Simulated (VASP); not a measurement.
Runs of VASP 6.6.1 on TiB2. The structure is that of space group P6/mmm (No. 191), or close to it. The cells are those of the table. 

```csv
task,cell,gap on the mesh (eV),pressure (GPa)
electric field gradients,"a = 3.059, b = 3.059, c = 3.228 Å, angles 90.0, 90.0, 120.0°, 3 atoms",none,-9.9
single point,"a = 3.039, b = 3.039, c = 3.239 Å, angles 90.0, 90.0, 120.0°, 3 atoms",none,(a)
single point,"a = 2.988, b = 2.988, c = 3.185 Å, angles 90.0, 90.0, 120.0°, 3 atoms",none,6.2
electric field gradients,"a = 3.089, b = 3.089, c = 3.292 Å, angles 90.0, 90.0, 120.0°, 3 atoms",none,-17.7
single point,"a = 3.089, b = 3.089, c = 3.292 Å, angles 90.0, 90.0, 120.0°, 3 atoms",none,-17.7
single point,"a = 2.967, b = 2.967, c = 3.162 Å, angles 90.0, 90.0, 120.0°, 3 atoms",none,12.5
electric field gradients,"a = 2.969, b = 2.969, c = 3.228 Å, angles 90.0, 90.0, 120.0°, 3 atoms",none,6.9
single point,"a = 3.120, b = 3.120, c = 3.228 Å, angles 90.0, 90.0, 120.0°, 3 atoms",none,(b)
single point,"a = 3.049, b = 3.049, c = 3.250 Å, angles 90.0, 90.0, 120.0°, 3 atoms",none,-9.5
electric field gradients,"a = 2.988, b = 2.988, c = 3.185 Å, angles 90.0, 90.0, 120.0°, 3 atoms",none,6.2
single point,"a = 3.029, b = 3.042, c = 3.228 Å, angles 90.2, 90.6, 120.4°, 3 atoms",none,-4.7
```

Alike in all rows: level PBEsol; potentials or basis VASP PAW PBE potentials, release 64 (Ti_sv, B); no spin polarisation; k mesh 15 × 15 × 13; cutoff (eV) 520; smearing fermi-dirac 0.08 eV.

**Question.** Fill in the values left out.

**Answer.** (a) -7.1; (b) -18.7.

Caveats: the PAW data sets were made with another functional, which shifts forces and pressure a little; the cell stands under tension (at least some runs); the cell stands under pressure (at least some runs).

A gap of «none» marks levels without a gap at the run's occupations.
